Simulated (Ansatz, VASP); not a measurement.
# Two plane-wave programs on SiC

INCAR

```
  PREC = Accurate
  ENCUT = 520
  EDIFF = 1E-8
  ISMEAR = -1
  SIGMA = 0.05
  LREAL = False
  LASPH = True
  NELM = 100
  ALGO = Normal
  ISIF = 2
  LWAVE = False
  LCHARG = False
  GGA = PE
  LEFG = True
  NBANDS = 11
```

KPOINTS

```
Automatic mesh
0
Gamma
  16 16 16
```

File POSCAR:

```
SiC
1.0
    0.0000000000      2.1305200000      2.1740000000
    2.1305200000      0.0000000000      2.1740000000
    2.1305200000      2.1305200000      0.0000000000
Si C
1 1
Direct
    0.0000000000      0.0000000000      0.0000000000
    0.7500000000      0.7500000000      0.7500000000
```

Input for Ansatz:

```yaml
crystal:
  lattice:
    - [0.0, 2.13052, 2.174]
    - [2.13052, 0.0, 2.174]
    - [2.13052, 2.13052, 0.0]
  atoms:
    - { symbol: Si, position: [0.0, 0.0, 0.0] }
    - { symbol: C, position: [0.75, 0.75, 0.75] }
kpoints:
  mp_grid: { grid: [16, 16, 16] }
scf:
  occupations: { method: fermi_dirac, width: 0.05 }
hamiltonian:
  xc: pbe
  pseudopotentials: { kind: paw }
output:
  forces: true
  stress: true
  eigenvalues: true
  efg: { contact_densities: true }
```

Change from the starting cell: x and y stretched by -2 %, z held, PAW files.

Alike in both runs: task electric field gradients; functional PBE; k mesh 16 × 16 × 16; occupations fermi-dirac, width 0.05 eV; no spin polarisation.

|  | VASP | Ansatz |
| --- | --- | --- |
| version | VASP 6.6.1 | Ansatz 0.2.0 |
| potentials or method | VASP PAW PBE potentials, release 64 (Si, C) | PAW with Ansatz's default frozen-core files, scalar-relativistic |
| plane-wave cutoff (eV) | 520 | 420 |
| valence electrons in the cell | 8 | 8 |

```csv
,VASP,Ansatz,Ansatz less VASP
pressure (GPa),14.8,14.9,+0.09
"traceless stress, the component that is largest in VASP (GPa)",-3.64,-3.63,+0.010
size of Vzz on the site where it differs most (V/Å²),2.4,2.6,+0.21
```

The functional is the same, so the differences come from potentials, cutoffs and numerics.
